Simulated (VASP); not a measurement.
# Co (P-3m1) in VASP: a series of runs

Runs on Co. Level: PBE. Tasks: single point.

Program: VASP 6.6.1. These are calculated values, not measurements. Logs are shortened: lines on timing, memory, paths and dates and some standing lists are left out, and cuts for length are marked.

## (1) The cell of the first run

It takes space group P-3m1 (No. 164, trigonal). Conventional cell: a = 2.454 Å, b = 2.454 Å, c = 4.008 Å, α = 90.00°, β = 90.00°, γ = 120.00°. Within 3.2 Å of Co (site symmetry 3m) lie 12 Co at 2.39 to 2.52 Å.

## (2) Single point, PBE, collinear spin, ferromagnetic start

File INCAR:

```
  PREC = Accurate
  ENCUT = 520
  EDIFF = 1E-6
  ISMEAR = -1
  SIGMA = 0.05
  LREAL = F
  LASPH = T
  NELM = 150
  ALGO = Fast
  ISIF = 2
  LWAVE = F
  LCHARG = T
  ISPIN = 2
  MAGMOM = 2 2
  LORBIT = 11
  LMAXMIX = 4
  GGA = PE
  LELF = T
  LVHAR = T
  NBANDS = 20
```

File KPOINTS:

```
regular mesh
0
Gamma
  12 12 7
```

File POSCAR:

```
Co
1.0
    2.4537477140      0.0000000000      0.0000000000
   -1.2268738570      2.1250078548      0.0000000000
    0.0000000000      0.0000000000      4.0083734539
Co
2
Direct
    0.3333333333      0.6666666667      0.7401390000
    0.6666666667      0.3333333333      0.2598610000
```

Potentials or basis: VASP PAW PBE potentials, release 64 (Co).

Started as:

```
$ cat potpaw_PBE.64/Co/POTCAR > POTCAR
$ mpirun -np 1 vasp_std > vasp.out
```

OUTCAR:

```text
PREC = Accurate
   ENCUT = 520
   EDIFF = 1E-6
   ISMEAR = -1
   LREAL = F
   LASPH = T
   NELM = 150
   ISIF = 2
   ISPIN = 2
   LORBIT = 11
   GGA = PE

 ion  position               nearest neighbor table
   1  0.333  0.667  0.740-   2 2.39   2 2.39   2 2.39   2 2.52   2 2.52   2 2.52
   2  0.667  0.333  0.260-   1 2.39   1 2.39   1 2.39   1 2.52   1 2.52   1 2.52

  LATTYP: Found a hexagonal cell.
 ALAT       =     2.4537477140
 C/A-ratio  =     1.6335719565

  Lattice vectors:

 A1 = (   2.4537477140,   0.0000000000,   0.0000000000)
 A2 = (  -1.2268738570,   2.1250078548,   0.0000000000)
 A3 = (   0.0000000000,   0.0000000000,   4.0083734539)

Analysis of symmetry for initial positions (statically):
=====================================================================
 Subroutine PRICEL returns:
 Original cell was already a primitive cell.

 Routine SETGRP: Setting up the symmetry group for a
 hexagonal supercell.

 Subroutine GETGRP returns: Found 12 space group operations
 (whereof 12 operations were pure point group operations)
 out of a pool of 24 trial point group operations.

The static configuration has the point symmetry D_3d.

Analysis of symmetry for dynamics (positions and initial velocities):
=====================================================================
 Subroutine PRICEL returns:
 Original cell was already a primitive cell.

 Routine SETGRP: Setting up the symmetry group for a
 hexagonal supercell.

 Subroutine GETGRP returns: Found 12 space group operations
 (whereof 12 operations were pure point group operations)
 out of a pool of 24 trial point group operations.

The dynamic configuration has the point symmetry D_3d.

Analysis of structural, dynamic, and magnetic symmetry:
=====================================================================
 Subroutine PRICEL returns:
 Original cell was already a primitive cell.

 Routine SETGRP: Setting up the symmetry group for a
 hexagonal supercell.

 Subroutine GETGRP returns: Found 12 space group operations
 (whereof 12 operations were pure point group operations)
 out of a pool of 24 trial point group operations.

The overall configuration has the point symmetry D_3d.

 Subroutine INISYM returns: Found 12 space group operations
 (whereof 12 operations are pure point group operations),
 and found     1 'primitive' translations

----------------------------------------------------------------------------------------

                                     Primitive cell

  volume of cell :      20.9006

  direct lattice vectors                    reciprocal lattice vectors
     2.453747714  0.000000000  0.000000000     0.407539860  0.235293248  0.000000000
    -1.226873857  2.125007855  0.000000000     0.000000000  0.470586496  0.000000000
     0.000000000  0.000000000  4.008373454     0.000000000  0.000000000  0.249477752

  length of vectors
     2.453747714  2.453747714  4.008373454     0.470586496  0.470586496  0.249477752

  position of ions in fractional coordinates (direct lattice)
     0.333333333  0.666666667  0.740139000
     0.666666667  0.333333333  0.259861000

  ion indices of the primitive-cell ions
   primitive index   ion index
                 1           1
                 2           2

----------------------------------------------------------------------------------------

 KPOINTS: regular mesh

Automatic generation of k-mesh.
 Grid dimensions read from file:
 generate k-points for:   12   12    7

 Generating k-lattice:

  Cartesian coordinates                     Fractional coordinates (reciprocal lattice)
     0.033961655  0.019607771  0.000000000     0.083333333 -0.000000000  0.000000000
     0.000000000  0.039215541  0.000000000     0.000000000  0.083333333  0.000000000
     0.000000000  0.000000000  0.035639679     0.000000000  0.000000000  0.142857143

  Length of vectors
     0.039215541  0.039215541  0.035639679

  Shift w.r.t. Gamma in fractional coordinates (k-lattice)
     0.000000000  0.000000000  0.000000000

 Subroutine IBZKPT returns following result:
 ===========================================

 Found    112 irreducible k-points:

 Following reciprocal coordinates:
            Coordinates               Weight
  0.000000  0.000000  0.000000      1.000000
  0.083333  0.000000  0.000000      6.000000
  0.166667  0.000000  0.000000      6.000000
  0.250000  0.000000  0.000000      6.000000
  0.333333  0.000000  0.000000      6.000000
  0.416667  0.000000  0.000000      6.000000
[... 16 lines left out ...]
  0.166667  0.000000  0.142857      6.000000
  0.000000  0.166667  0.142857      6.000000
 [... further k-points ...]
   k-points           NKPTS =    112   k-points in BZ     NKDIM =    112   number of bands    NBANDS=     20
   number of dos      NEDOS =    301   number of ions     NIONS =      2
   total plane-waves  NPLWV =   9720
   dimension x,y,z NGX =    18 NGY =   18 NGZ =   30
   dimension x,y,z NGXF=    36 NGYF=   36 NGZF=   60
   ions per type =               2
   NGX,Y,Z   is equivalent  to a cutoff of  12.20, 12.20, 12.44 a.u.
   NGXF,Y,Z  is equivalent  to a cutoff of  24.39, 24.39, 24.88 a.u.
 SYSTEM =  unknown system
   PREC   = accura    normal or accurate (medium, high low for compatibility)
   ISTART =      0    job   : 0-new  1-cont  2-samecut
   ICHARG =      2    charge: 1-file 2-atom 10-const
   ISPIN  =      2    spin polarized calculation?
   LNONCOLLINEAR =      F non collinear calculations
   LSORBIT =      F    spin-orbit coupling
   LASPH  =      T    aspherical Exc in radial PAW
   ENCUT  =  520.0 eV  38.22 Ry    6.18 a.u.   4.56  4.56  7.45*2*pi/ulx,y,z
   NELM   =    150;   NELMIN=  2; NELMDL= -5     # of ELM steps
   EDIFF  = 0.1E-05   stopping-criterion for ELM
   LREAL  =      F    real-space projection
   EDIFFG = 0.1E-04   stopping-criterion for IOM
   NSW    =      0    number of steps for IOM
   IBRION =     -1    ionic relax: 0-MD 1-quasi-New 2-CG
   NFREE  =      0    steps in history (QN), initial steepest desc. (CG)
   ISIF   =      2    stress and relaxation
   ISYM   =      2    0-nonsym 1-usesym 2-fastsym
   POTIM  = 0.5000    time-step for ionic-motion
   TEBEG  =    0.0;   TEEND  =   0.0 temperature during run
   PSTRESS=    0.0 pullay stress
   NELECT =      18.0000    total number of electrons
   NUPDOWN=      -1.0000    fix difference up-down
   EMIN   =  10.00;   EMAX   =-10.00  energy-range for DOS
   EFERMI =   0.00;   METHOD = LEGACY
   ISMEAR =    -1;   SIGMA  =   0.05  broadening in eV -4-tet -1-fermi 0-gaus
   EFERMI_NEDOS =   21; number of points for ismear=-14 and -15
   IALGO  =     68    algorithm
   IMIX   =      4    mixing-type and parameters
     AMIX     =   0.40;   BMIX     =  1.00
     AMIX_MAG =   1.60;   BMIX_MAG =  1.00
  volume/ion in A,a.u.               =      10.45        70.52
  Fermi-wavevector in a.u.,A,eV,Ry     =   1.557565  2.943371 33.007844  2.426008
  Thomas-Fermi vector in A             =   2.661197
   LORBIT       =     11    0 simple, 1 ext, 2 COOP (PROOUT), +10 PAW based schemes
   GGA     = PE    functional components
   LHFCALC =     F    Hartree Fock is set to
   AEXX    =    0.0000 exact exchange contribution
   IVDW    =     0    specifies the selected vdW correction
   LEPSILON=     F    determine dielectric tensor
   LRPA    =     F    only Hartree local field effects (RPA)
 spin polarized calculation
 RMM-DIIS sequential band-by-band and
  energy-cutoff  :      520.00
  volume of cell :       20.90
 maximum number of plane-waves:       576
   NGX =  9   NGY =  9   NGZ = 15

 number of electron      17.9999996 magnetization       3.1729677

 Free energy of the ion-electron system (eV)
  ---------------------------------------------------
  ext. energy  EPLUGINS =         0.00000000
  ---------------------------------------------------
  free energy    TOTEN  =       -14.02935359 eV

  energy without entropy =      -14.01368783  energy(sigma->0) =      -14.02152071

 E-fermi :  10.8144     XC(G=0): -13.6222

 val. band max:       10.8121139867   @ k =  -0.0833   0.2500   0.1429
 cond. band min:      10.8180299631   @ k =   0.2500   0.0000   0.4286
 fundamental gap:      0.0059159764
 Fermi energy:        10.8143554989

 spin component 1

 k-point     1 :       0.0000    0.0000    0.0000
  band No.  band energies     occupation
      1       1.6658      1.00000
      2       5.4636      1.00000
      3       8.0831      1.00000
      4       8.1430      1.00000
      5       8.1430      1.00000
      6       8.4564      1.00000
[... 12 lines left out ...]
     19      37.5564      0.00000
     20      37.5564      0.00000

 k-point     2 :       0.0833    0.0000    0.0000
  band No.  band energies     occupation
      1       1.9179      1.00000
      2       5.6179      1.00000
      3       7.8767      1.00000
      4       8.2626      1.00000
      5       8.3057      1.00000
      6       8.4022      1.00000
[... 12 lines left out ...]
     19      38.6880      0.00000
     20      40.0021      0.00000

 k-point     3 :       0.1667    0.0000    0.0000
  band No.  band energies     occupation
      1       2.6456      1.00000
      2       5.9986      1.00000
      3       7.5696      1.00000
      4       7.9526      1.00000
      5       8.2290      1.00000
      6       8.5499      1.00000
[... 12 lines left out ...]
     19      37.9355      0.00000
     20      40.0759      0.00000

 k-point     4 :       0.2500    0.0000    0.0000
  band No.  band energies     occupation
      1       3.7395      1.00000
      2       6.2954      1.00000
      3       7.1111      1.00000
      4       7.4915      1.00000
      5       8.1195      1.00000
      6       8.3803      1.00000
[... 429 lines left out ...]
 k-point    23 :       0.1667    0.0000    0.1429
  band No.  band energies     occupation
      1       2.8378      1.00000
      2       5.9942      1.00000
      3       7.5206      1.00000
      4       7.7577      1.00000
      5       8.2066      1.00000
      6       8.4092      1.00000
[... 12 lines left out ...]
     19      38.1784      0.00000
     20      39.0717      0.00000

 k-point    24 :       0.0000    0.1667    0.1429
  band No.  band energies     occupation
      1       2.8372      1.00000
      2       6.0032      1.00000
      3       7.5845      1.00000
      4       7.8011      1.00000
      5       8.0953      1.00000
      6       8.4666      1.00000
[... 12 lines left out ...]
     19      37.9773      0.00000
     20      39.0276      0.00000

 [... further k-points ...]

 spin component 2

 k-point     1 :       0.0000    0.0000    0.0000
  band No.  band energies     occupation
      1       1.6723      1.00000
      2       6.3851      1.00000
      3       9.6510      1.00000
      4       9.7575      1.00000
      5       9.7575      1.00000
      6      10.0887      1.00000
[... 12 lines left out ...]
     19      37.8552      0.00000
     20      37.8552      0.00000

 k-point     2 :       0.0833    0.0000    0.0000
  band No.  band energies     occupation
      1       1.9254      1.00000
      2       6.5594      1.00000
      3       9.4171      1.00000
      4       9.8521      1.00000
      5       9.8893      1.00000
      6       9.9531      1.00000
[... 12 lines left out ...]
     19      38.5823      0.00000
     20      40.2961      0.00000

 k-point     3 :       0.1667    0.0000    0.0000
  band No.  band energies     occupation
      1       2.6606      1.00000
      2       7.0055      1.00000
      3       8.9173      1.00000
      4       9.1535      1.00000
      5       9.7825      1.00000
      6      10.2271      0.99999
[... 12 lines left out ...]
     19      38.0810      0.00000
     20      40.3585      0.00000

 k-point     4 :       0.2500    0.0000    0.0000
  band No.  band energies     occupation
      1       3.7931      1.00000
      2       7.4312      1.00000
      3       8.2454      1.00000
      4       8.8028      1.00000
      5       9.6209      1.00000
      6      10.0503      1.00000
[... 429 lines left out ...]
 k-point    23 :       0.1667    0.0000    0.1429
  band No.  band energies     occupation
      1       2.8561      1.00000
      2       6.8984      1.00000
      3       8.6885      1.00000
      4       9.1497      1.00000
      5       9.8266      1.00000
      6      10.0116      1.00000
[... 12 lines left out ...]
     19      38.3404      0.00000
     20      39.3256      0.00000

 k-point    24 :       0.0000    0.1667    0.1429
  band No.  band energies     occupation
      1       2.8561      1.00000
      2       6.9069      1.00000
      3       8.7738      1.00000
      4       9.1341      1.00000
      5       9.6618      1.00000
      6      10.0971      1.00000
[... 12 lines left out ...]
     19      38.1805      0.00000
     20      39.2752      0.00000

 [... further k-points ...]
[... 5 lines left out ...]
  --------------------------------------------------------------------------------------
  -------------------------------------------------------------------------------------
  Total        1.3418514      1.3418514      0.9361874      0.0000000      0.0000000      0.0000000
  in kB      102.8623384    102.8623384     71.7653429      0.0000000      0.0000000      0.0000000
  external PRESSURE =      92.4966732 kB  Pullay stress =       0.0000000 kB

 VOLUME and BASIS-vectors are now :
 -----------------------------------------------------------------------------
  energy-cutoff  :      520.00
  volume of cell :       20.90
      direct lattice vectors                 reciprocal lattice vectors
     2.453747714  0.000000000  0.000000000     0.407539860  0.235293248  0.000000000
    -1.226873857  2.125007855  0.000000000     0.000000000  0.470586496  0.000000000
     0.000000000  0.000000000  4.008373454     0.000000000  0.000000000  0.249477752

 POSITION                                       TOTAL-FORCE (eV/Angst)
 -----------------------------------------------------------------------------------
     -0.00000      1.41667      2.96675        -0.000000      0.000000      0.628058
      1.22687      0.70834      1.04162         0.000000     -0.000000     -0.628058
 -----------------------------------------------------------------------------------
    total drift:                                0.000000     -0.000000     -0.000000

  FREE ENERGIE OF THE ION-ELECTRON SYSTEM (eV)
  ---------------------------------------------------
  free  energy   TOTEN  =       -14.0293535896 eV

  energy  without entropy=      -14.0136878283  energy(sigma->0) =      -14.02152071

 total charge

# of ion       s       p       d       tot
------------------------------------------
    1        0.507   0.558   7.292   8.356
    2        0.507   0.558   7.292   8.356
--------------------------------------------------
tot          1.013   1.115  14.584  16.712

 magnetization (x)

# of ion       s       p       d       tot
------------------------------------------
    1       -0.015  -0.054   1.666   1.598
    2       -0.015  -0.054   1.666   1.598
--------------------------------------------------
tot         -0.030  -0.108   3.333   3.195
```

Wall time 41 s (1 thread of Intel Xeon 6975P-C (Granite Rapids), shared host); peak memory 0.18 GiB.

Results:

| Quantity | Value |
| --- | --- |
| Free energy | -14.0294 eV |
| Pressure | 9.2 GPa |
| Largest force | 0.628 eV/Å |
| Net moment | 3.17 μB per cell |
| Site moments | Co +1.60 μB |
| Valence electrons inside the program's atomic spheres | Co 8.36 |

Forces on the atoms (eV/Å):
```
Co   0.000  0.000  0.628
Co   0.000  0.000 -0.628
```

Stress tensor (GPa, compression positive):
```
10.29  0.00  0.00
 0.00 10.29  0.00
 0.00  0.00  7.18
```

Levels at points of the mesh, in eV from the Fermi level:
Spin up:
| k point | band 8 | band 9 | band 10 | band 11 | band 12 | band 13 | band 14 | band 15 |
| --- | --- | --- | --- | --- | --- | --- | --- | --- |
| (0.00, 0.00, 0.00) | -1.92 | -1.92 | -0.79 | -0.79 | -0.19 | 6.49 | 22.40 | 25.46 |
| (0.50, 0.00, 0.00) | -0.63 | -0.60 | -0.44 | 1.42 | 3.54 | 9.76 | 10.80 | 12.91 |
Spin down:
| k point | band 4 | band 5 | band 6 | band 7 | band 8 | band 9 | band 10 | band 11 |
| --- | --- | --- | --- | --- | --- | --- | --- | --- |
| (0.00, 0.00, 0.00) | -1.06 | -1.06 | -0.73 | -0.73 | -0.21 | -0.13 | -0.13 | 1.08 |
| (0.50, 0.00, 0.00) | -1.88 | -1.19 | -1.14 | -0.71 | 1.23 | 1.33 | 1.40 | 2.63 |

Caveat: the cell stands under pressure.

## (3) Single point, PBE, collinear spin, ferromagnetic start

This run uses another cell than the first one, of 10.67 Å³/atom.

File INCAR:

```
SYSTEM = Co
PREC     = Accurate       ! precision mode
ENCUT    = 520            ! plane-wave cutoff, eV
EDIFF    = 1E-6           ! SCF threshold, eV
ISMEAR   = -1             ! smearing method
SIGMA    = 0.05           ! smearing width, eV
LREAL    = .False.        ! projectors in reciprocal space
LASPH    = .True.         ! aspherical terms in the spheres
NELM     = 150            ! most SCF steps
ALGO     = Normal         ! electronic algorithm
ISIF     = 2              ! what is computed and relaxed
LWAVE    = .False.        ! write WAVECAR
LCHARG   = .False.        ! write CHGCAR
ISPIN    = 2              ! spin polarisation
MAGMOM   = 2 2            ! initial moments
LORBIT   = 11             ! projections on sites
LMAXMIX  = 4              ! l up to which the mixer works
GGA      = PE             ! functional
NBANDS   = 20             ! bands
```

File KPOINTS:

```
Automatic mesh
0
Gamma
  12 12 7
  0 0 0
```

File POSCAR:

```
Co
1.0
    2.4706706468      0.0000000000      0.0000000000
   -1.2353353234      2.1396635445      0.0000000000
    0.0000000000      0.0000000000      4.0360182824
Co
2
Direct
    0.3333333333      0.6666666667      0.7401390000
    0.6666666667      0.3333333333      0.2598610000
```

Potentials or basis: VASP PAW PBE potentials, release 64 (Co).

Started as:

```
$ cat potpaw_PBE.64/Co/POTCAR > POTCAR
$ mpirun -np 1 vasp_std > vasp.out
```

Wall time 33 s (1 thread of Intel Xeon 6975P-C (Granite Rapids), shared host); peak memory 0.18 GiB.

Results (log left out):

* Free energy: -14.0477 eV
* Pressure: 4.3 GPa
* Largest force: 0.550 eV/Å
* Net moment: 3.22 μB per cell
* Site moments: Co +1.62 μB
* Valence electrons inside the program's atomic spheres: Co 8.31

Forces in eV/Å, atoms in the order of the input:
```
Co   0.000  0.000  0.550
Co   0.000  0.000 -0.550
```

Stress tensor (GPa, compression positive):
```
5.36 0.00 0.00
0.00 5.36 0.00
0.00 0.00 2.32
```

Levels at points of the mesh, in eV from the Fermi level:
Spin up:
```tsv
k point	band 9	band 10	band 11	band 12	band 13	band 14
(0.00, 0.00, 0.00)	-1.92	-0.83	-0.83	-0.18	6.30	22.23
(0.50, 0.00, 0.00)	-0.65	-0.49	1.35	3.42	9.59	10.59
```
Spin down:
| k point | band 5 | band 6 | band 7 | band 8 | band 9 | band 10 |
| --- | --- | --- | --- | --- | --- | --- |
| (0.00, 0.00, 0.00) | -1.01 | -0.69 | -0.69 | -0.21 | -0.11 | -0.11 |
| (0.50, 0.00, 0.00) | -1.14 | -1.10 | -0.68 | 1.21 | 1.31 | 1.37 |

Caveat: the cell stands under pressure.

(Continued in part 2 of 2.)
